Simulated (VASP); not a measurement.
Input of a VASP 6.6.1 run:

The input POSCAR:

```
GaP
1.0
    0.0000000000      2.6981452945      2.7489678072
    2.6981452945      0.0000000000      2.7489678072
    2.6981452945      2.6981452945      0.0000000000
Ga P
1 1
Direct
    0.0000000000      0.0000000000      0.0000000000
    0.2500000000      0.2500000000      0.2500000000
```

INCAR.step1

```
SYSTEM = GaP
PREC = Accurate
ENCUT = 520
EDIFF = 1E-5
ISMEAR = 0
SIGMA = 0.01
LREAL = .False.
LASPH = .True.
NELM = 80
ALGO = Normal
ISIF = 2
LWAVE = .True.
GGA = PE
NBANDS = 16
```

The input INCAR.step2:

```
SYSTEM = GaP
PREC = Accurate
ENCUT = 520
EDIFF = 1E-6
ISMEAR = 0
SIGMA = 0.01
LREAL = .False.
LASPH = .True.
NELM = 80
ALGO = Normal
ISIF = 2
LWAVE = .False.
LCHARG = .True.
GGA = PE
LHFCALC = .True.
HFSCREEN = 0.2079
PRECFOCK = Normal
LELF = .True.
LVHAR = .True.
ISTART = 1
NBANDS = 16
```

Contents of KPOINTS:

```
Automatic mesh
0
Gamma
  6 6 6
  0 0 0
```

Potentials or basis: VASP PAW PBE potentials, release 64 (Ga_d, P).

The run is started by

```sh
$ cat potpaw_PBE.64/Ga_d/POTCAR potpaw_PBE.64/P/POTCAR > POTCAR
$ cp INCAR.step1 INCAR
$ mpirun -np 1 vasp_std > vasp.out
$ cp INCAR.step2 INCAR
$ mpirun -np 1 vasp_std > vasp.out
```

Q: Predict the band gap on the k mesh.

A: 2.19 eV (least direct gap 2.86 eV).

Q: What does it give for the pressure?

A: 1.6 GPa.

Stress tensor (GPa, compression positive):
```
2.13 0.00 0.00
0.00 2.13 0.00
0.00 0.00 0.55
```

Caveat: the cell differs from its parent crystal (epitaxial xy strain -1.0%); the PAW data sets were made with another functional, which shifts forces and pressure a little. A k mesh can miss the band edges.
